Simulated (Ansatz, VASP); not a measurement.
## SnTe in VASP and in Ansatz

Contents of INCAR:

```
SYSTEM = SnTe
  PREC = Accurate
  ENCUT = 600
  EDIFF = 1E-7
  ISMEAR = -1
  SIGMA = 0.05
  LREAL = .False.
  LASPH = .True.
  NELM = 60
  ALGO = Normal
  ISIF = 3
  LWAVE = .False.
  LCHARG = .False.
  GGA = PS
  IBRION = 2
  NSW = 60
  EDIFFG = -0.01
```

KPOINTS

```
Automatic mesh
0
Gamma
  7 7 7
  0 0 0
```

File POSCAR:

```
SnTe
1.0
    0.0000000000      3.6111460000      3.6111460000
    3.6111460000      0.0000000000      3.6111460000
    3.6111460000      3.6111460000      0.0000000000
Te Sn
1 1
Direct
    0.2500000000      0.2500000000      0.2500000000
    0.0000000000      0.0000000000      0.0000000000
```

input.yaml

```yaml
crystal:
  lattice:
    - [0.0, 3.611146, 3.611146]
    - [3.611146, 0.0, 3.611146]
    - [3.611146, 3.611146, 0.0]
  atoms:
    - { symbol: Te, position: [0.25, 0.25, 0.25] }
    - { symbol: Sn, position: [0.0, 0.0, 0.0] }
hamiltonian:
  xc: pbesol
  pseudopotentials: { kind: paw }
kpoints:
  mp_grid: { grid: [7, 7, 7] }
scf:
  occupations: { method: fermi_dirac, width: 0.05 }
output:
  forces: true
  stress: true
  eigenvalues: true
relax:
  f_tol: 0.01
  max_steps: 40
  cell: { stress_tol: 0.05 }
```

Alike in both runs: task relaxation of cell and atoms; functional PBEsol; k mesh 7 × 7 × 7; occupations fermi-dirac, width 0.05 eV; no spin polarisation.

|  | VASP | Ansatz |
| --- | --- | --- |
| version | VASP 6.6.1 | Ansatz 0.2.0 |
| potentials or method | VASP PAW PBE potentials, release 64 (Te, Sn_d) | Ansatz PAW |
| plane-wave cutoff (eV) | 600 | 420 |
| valence electrons in the cell | 20 | 30 |

|  | VASP | Ansatz | Ansatz less VASP |
| --- | --- | --- | --- |
| gap on the k mesh at the Fermi level, each at its own relaxed structure (eV) | 0.14 | 0.14 | +0.001 |
| relaxed volume (Å³/atom) | 44.47 | 44.43 | -0.040 |
| relaxed cell length with the largest relative difference (Å) | 5.010 | 5.009 | -0.0015 |

VASP's potentials were made for PBE, not for PBEsol. VASP's potentials hold 20 valence electrons a cell and Ansatz's 30, so a difference there can come from the potentials and not from the codes.

Spin-orbit coupling is off throughout. Noted on Ansatz's run: odd divisions of the mesh miss points on the zone boundary, where band edges often lie, so the gap on the mesh can be too wide; the plane-wave basis is chosen anew once the cell has moved, so the energies of steps on either side of that aren't comparable.
